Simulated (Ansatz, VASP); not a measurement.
# I in VASP and in Ansatz

INCAR

```
PREC = Accurate ; ENCUT = 600
EDIFF = 1E-6 ; ISMEAR = 0
SIGMA = 0.02 ; LREAL = F
LASPH = T ; NELM = 80
ALGO = Normal ; ISIF = 3
LWAVE = F ; LCHARG = F
GGA = PS ; IBRION = 2
NSW = 100 ; EDIFFG = -0.005
```

Contents of KPOINTS:

```
Automatic mesh
0
Gamma
  8 8 4
```

The input POSCAR:

```
I
1.0
    3.6647286240     -2.2675950539      0.0000000000
    3.6647286240      2.2675950539      0.0000000000
    0.0000000000      0.0000000000      9.4750824082
I
4
Direct
    0.8260772025      0.1739227975      0.8778207272
    0.3260772025      0.6739227975      0.6221792728
    0.1739227975      0.8260772025      0.1221792728
    0.6739227975      0.3260772025      0.3778207272
```

Input for Ansatz:

```yaml
crystal:
  lattice:
    - [3.664728624, -2.2675950539, 0.0]
    - [3.664728624, 2.2675950539, 0.0]
    - [0.0, 0.0, 9.4750824082]
  atoms:
    - { symbol: I, position: [0.8260772025, 0.1739227975, 0.8778207272] }
    - { symbol: I, position: [0.3260772025, 0.6739227975, 0.6221792728] }
    - { symbol: I, position: [0.1739227975, 0.8260772025, 0.1221792728] }
    - { symbol: I, position: [0.6739227975, 0.3260772025, 0.3778207272] }
basis:
  ecutwfc: 420
kpoints:
  mp_grid: { grid: [8, 8, 4] }
hamiltonian:
  xc: pbesol
scf:
  occupations: { method: gaussian, width: 0.02 }
output:
  forces: true
  stress: true
  eigenvalues: true
  write_density: true
  write_potential: true
  elf: true
  volumetric_format: npy
relax:
  adjacent_minimum: "off"
  f_tol: 0.005
  max_steps: 80
  cell: { stress_tol: 0.05 }
```

Alike in both runs: task relaxation of cell and atoms; functional PBEsol; k mesh 8 × 8 × 4; occupations gaussian, width 0.02 eV; no spin polarisation.

```csv
,VASP,Ansatz
version,VASP 6.6.1,Ansatz 0.2.0
potentials or method,"VASP PAW PBE potentials, release 64 (I), cutoff 600 eV","scalar-relativistic, plane waves, PAW"
valence electrons in the cell,28,68
```

|  | VASP | Ansatz | Ansatz less VASP |
| --- | --- | --- | --- |
| gap on the k mesh at the Fermi level, each at its own relaxed structure (eV) | 0.80 | 0.79 | -0.011 |
| relaxed volume (Å³/atom) | 39.66 | 39.70 | +0.041 |
| relaxed cell length with the largest relative difference (Å) | 4.348 | 4.350 | +0.0024 |

VASP's potentials were made for PBE, not for PBEsol. VASP's potentials hold 28 valence electrons a cell and Ansatz's 68, so a difference there can come from the potentials and not from the codes.

Neither program's run includes spin-orbit coupling.
